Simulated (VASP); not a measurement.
# AlFe (Pm-3m) in VASP: settings compared, part 2 of 2

VASP 6.6.1.

### Step 5. Single point, BLYP, collinear spin, ferromagnetic start

File INCAR:

```
AGGAC = 1.0
AGGAX = 1.0
ALDAC = 0.0
ALDAX = 1.0
ALGO = Normal
EDIFF = 1E-6
ENCUT = 520
GGA = B5
ISIF = 2
ISMEAR = -1
ISPIN = 2
LASPH = True
LCHARG = False
LMAXMIX = 4
LORBIT = 11
LREAL = False
LWAVE = False
MAGMOM = 0 2.4
NBANDS = 16
NELM = 150
PREC = Accurate
SIGMA = 0.15
```

File KPOINTS:

```
k-points
0
Gamma
  9 9 9
```

File POSCAR:

```
AlFe
1.0
    2.9100000000      0.0000000000      0.0000000000
    0.0000000000      2.9100000000      0.0000000000
    0.0000000000      0.0000000000      2.9100000000
Al Fe
1 1
Direct
    0.0000000000      0.0000000000      0.0000000000
    0.5000000000      0.5000000000      0.5000000000
```

Potentials or basis: VASP PAW PBE potentials, release 64 (Al, Fe).

Started as:

```console
$ cat potpaw_PBE.64/Al/POTCAR potpaw_PBE.64/Fe/POTCAR > POTCAR
$ mpirun -np 1 vasp_std > vasp.out
```

OUTCAR:

```text
EDIFF = 1E-6
   ENCUT = 520
   GGA = B5
   ISIF = 2
   ISMEAR = -1
   ISPIN = 2
   LASPH = True
   LORBIT = 11
   LREAL = False
   NELM = 150
   PREC = Accurate

 ion  position               nearest neighbor table
   1  0.000  0.000  0.000-   2 2.52   2 2.52   2 2.52   2 2.52   2 2.52   2 2.52   2 2.52   2 2.52

   2  0.500  0.500  0.500-   1 2.52   1 2.52   1 2.52   1 2.52   1 2.52   1 2.52   1 2.52   1 2.52

  LATTYP: Found a simple cubic cell.
 ALAT       =     2.9100000000

  Lattice vectors:

 A1 = (   2.9100000000,   0.0000000000,   0.0000000000)
 A2 = (   0.0000000000,   2.9100000000,   0.0000000000)
 A3 = (   0.0000000000,   0.0000000000,   2.9100000000)

Analysis of symmetry for initial positions (statically):
=====================================================================
 Subroutine PRICEL returns:
 Original cell was already a primitive cell.

 Routine SETGRP: Setting up the symmetry group for a
 simple cubic supercell.

 Subroutine GETGRP returns: Found 48 space group operations
[... 649 lines left out ...]
  band No.  band energies     occupation
      1      -1.9899      1.00000
      2       6.1289      1.00000
      3       6.1289      1.00000
      4       8.4526      0.11589
      5       8.4526      0.11589
      6       8.4526      0.11589
[... 435 lines left out ...]
      5       7.8859      0.85143
      6       7.9680      0.76824
[... 8 lines left out ...]
     15      28.4027      0.00000
     16      29.3207      0.00000

 [... further k-points ...]
[... 5 lines left out ...]
  --------------------------------------------------------------------------------------
  -------------------------------------------------------------------------------------
  Total       -0.1415787     -0.1415787     -0.1415787      0.0000000      0.0000000      0.0000000
  in kB       -9.2051230     -9.2051230     -9.2051230      0.0000000      0.0000000      0.0000000
  external PRESSURE =      -9.2051230 kB  Pullay stress =       0.0000000 kB

 VOLUME and BASIS-vectors are now :
 -----------------------------------------------------------------------------
  energy-cutoff  :      520.00
  volume of cell :       24.64
      direct lattice vectors                 reciprocal lattice vectors
     2.910000000  0.000000000  0.000000000     0.343642612  0.000000000  0.000000000
     0.000000000  2.910000000  0.000000000     0.000000000  0.343642612  0.000000000
     0.000000000  0.000000000  2.910000000     0.000000000  0.000000000  0.343642612

 POSITION                                       TOTAL-FORCE (eV/Angst)
 -----------------------------------------------------------------------------------
      0.00000      0.00000      0.00000         0.000000      0.000000      0.000000
      1.45500      1.45500      1.45500         0.000000      0.000000      0.000000
 -----------------------------------------------------------------------------------
    total drift:                                0.000000     -0.000000     -0.000000

  FREE ENERGIE OF THE ION-ELECTRON SYSTEM (eV)
  ---------------------------------------------------
  free  energy   TOTEN  =       -10.6258145219 eV

  energy  without entropy=      -10.4559700146  energy(sigma->0) =      -10.54089227

 total charge

# of ion       s       p       d       tot
------------------------------------------
    1        0.394   0.418   0.000   0.812
    2        0.419   0.467   6.514   7.400
--------------------------------------------------
tot          0.813   0.885   6.514   8.212

 magnetization (x)

# of ion       s       p       d       tot
------------------------------------------
    1       -0.006  -0.013   0.000  -0.019
    2       -0.000   0.004   0.603   0.607
--------------------------------------------------
tot         -0.006  -0.008   0.603   0.588
```

It took 25 s on 1 thread of AMD EPYC 9R45 (Zen 5), shared host; peak memory 0.13 GiB.

What came out:

```
Free energy                                           : -10.6258 eV
Pressure                                              : -0.9 GPa
Net moment                                            : 0.57 μB per cell
Site moments                                          : Al -0.02; Fe +0.61 μB
Valence electrons inside the program's atomic spheres : Al 0.81; Fe 7.40
```

Caveat: the PAW data sets were made with another functional, which shifts forces and pressure a little.

### Step 6. Single point, r2SCAN, collinear spin, ferromagnetic start

POSCAR is that of step 5.

File INCAR.step1:

```
PREC = Accurate ; ENCUT = 520
ISMEAR = -1 ; SIGMA = 0.15
LREAL = False ; LASPH = True
NELM = 150 ; ISPIN = 2
MAGMOM = 0 2.4 ; LMAXMIX = 4
NBANDS = 16 ; GGA = PE
ALGO = Normal ; EDIFF = 1E-4
LWAVE = True ; LCHARG = False
```

File INCAR.step2:

```
PREC = Accurate ; ENCUT = 520
EDIFF = 1E-6 ; ISMEAR = -1
SIGMA = 0.15 ; LREAL = False
LASPH = True ; NELM = 150
ALGO = Normal ; ISIF = 2
LWAVE = False ; LCHARG = False
ISPIN = 2 ; MAGMOM = 0 2.4
LORBIT = 11 ; LMAXMIX = 4
METAGGA = R2SCAN ; LMIXTAU = True
NBANDS = 16 ; ISTART = 1
```

File KPOINTS:

```
Automatic mesh
0
Gamma
  9 9 9
```

Potentials or basis: VASP PAW PBE potentials, release 64 (Al, Fe).

Started as:

```console
$ cat potpaw_PBE.64/Al/POTCAR potpaw_PBE.64/Fe/POTCAR > POTCAR
$ cp INCAR.step1 INCAR
$ mpirun -np 1 vasp_std > vasp.out
$ cp INCAR.step2 INCAR
$ mpirun -np 1 vasp_std > vasp.out
```

Wall time 73 s (1 thread of AMD EPYC 9R45 (Zen 5), shared host); peak memory 0.14 GiB.

It converged, with:

```
Free energy                                           : -21.3947 eV
Pressure                                              : -9.5 GPa
Net moment                                            : 0.89 μB per cell
Site moments                                          : Al -0.05; Fe +1.00 μB
Valence electrons inside the program's atomic spheres : Al 0.82; Fe 7.35
```

Levels at points of the mesh, in eV from the Fermi level:
Spin up:
| k point | band 3 | band 4 | band 5 | band 6 | band 7 | band 8 | band 9 | band 10 |
| --- | --- | --- | --- | --- | --- | --- | --- | --- |
| (0.00, 0.00, 0.00) | -2.80 | -1.04 | -1.04 | -1.04 | 6.33 | 6.33 | 6.33 | 9.22 |
Spin down:
```
           k point  band 2  band 3  band 4  band 5  band 6  band 7  band 8  band 9
(0.00, 0.00, 0.00)   -2.15   -2.15    0.48    0.48    0.48    6.31    6.31    6.31
```

Caveat: the PAW data sets were made with another functional, which shifts forces and pressure a little.

### Step 7. Summary

```tsv
level	gap on the mesh (eV)	pressure (GPa)	moment (μB)
PBEsol	none	-10.4	0.66
PBE	none	-5.5	0.67
RPBE	none	-1.8	0.69
BLYP	none	-0.9	0.57
r2SCAN	none	-9.5	0.89
```

Alike in all rows: task single point; potentials or basis VASP PAW PBE potentials, release 64 (Al, Fe); spin collinear, ferromagnetic start; cell as given; k mesh 9 × 9 × 9; cutoff (eV) 520; smearing fermi-dirac 0.15 eV.

Every run on the cell as given and a fine mesh finds a metal. The pressure there spans -10.4 GPa (PBEsol) to -0.9 GPa (BLYP); a positive pressure means that this level wants a larger cell, a negative one a smaller.

Caveats: the PAW data sets were made with another functional, which shifts forces and pressure a little (some runs).

Absolute energies hang on the potentials; compare differences alone.
